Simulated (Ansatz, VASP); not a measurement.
# MgI2 in VASP and in Ansatz

INCAR

```
SYSTEM = MgI2
PREC = Accurate
ENCUT = 520
EDIFF = 1E-7
ISMEAR = 0
SIGMA = 0.05
LREAL = .FALSE.
LASPH = .TRUE.
NELM = 100
ALGO = Normal
ISIF = 2
LWAVE = .FALSE.
LCHARG = .FALSE.
GGA = PE
IBRION = 2
NSW = 50
EDIFFG = -0.01
```

Contents of KPOINTS:

```
Automatic mesh
0
G
  6 6 4
  0 0 0
```

POSCAR

```
MgI2
1.0
    4.2072027146      0.0000000000      0.0000000000
   -2.1036013573      3.6435444297      0.0000000000
    0.0000000000      0.0000000000      7.6031499370
Mg I
1 2
Direct
    0.0000000000      0.0000000000      0.0000000000
    0.3333333333      0.6666666667      0.7858667836
    0.6666666667      0.3333333333      0.2141332164
```

Input for Ansatz:

```yaml
crystal:
  lattice:
    - [4.2072027146, 0.0, 0.0]
    - [-2.1036013573, 3.6435444297, 0.0]
    - [0.0, 0.0, 7.603149937]
  atoms:
    - { symbol: Mg, position: [0.0, 0.0, 0.0] }
    - { symbol: I, position: [0.3333333333, 0.6666666667, 0.7858667836] }
    - { symbol: I, position: [0.6666666667, 0.3333333333, 0.2141332164] }
basis:
  ecutwfc: 520.0
kpoints:
  mp_grid: { grid: [6, 6, 4] }
hamiltonian:
  xc: pbe
scf:
  occupations: { method: gaussian, width: 0.05 }
output:
  forces: true
  stress: true
  eigenvalues: true
relax:
  adjacent_minimum: "off"
  f_tol: 0.01
  max_steps: 30
```

Change from the starting cell: engineering shear strain xz +0.0000, normal strain along z -0.0267.

Alike in both runs: task relaxation of the atoms; functional PBE; k mesh 6 × 6 × 4; occupations gaussian, width 0.05 eV; no spin polarisation.

|  | VASP | Ansatz |
| --- | --- | --- |
| version | VASP 6.6.1 | Ansatz 0.2.0 |
| potentials or method | VASP PAW PBE potentials, release 64 (Mg, I), cutoff 520 eV | scalar-relativistic, plane waves, PAW |
| valence electrons in the cell | 16 | 44 |

Ansatz gave:

- gap on the k mesh at the Fermi level, each at its own relaxed structure (eV): 3.62

**Question.** What did VASP give for the same quantities?

**Answer.** gap on the k mesh at the Fermi level, each at its own relaxed structure (eV): 3.61.

VASP's potentials hold 16 valence electrons a cell and Ansatz's 44, so a difference there can come from the potentials and not from the codes. Ansatz's warnings: stress scf threshold loose.

Spin-orbit coupling is off throughout.
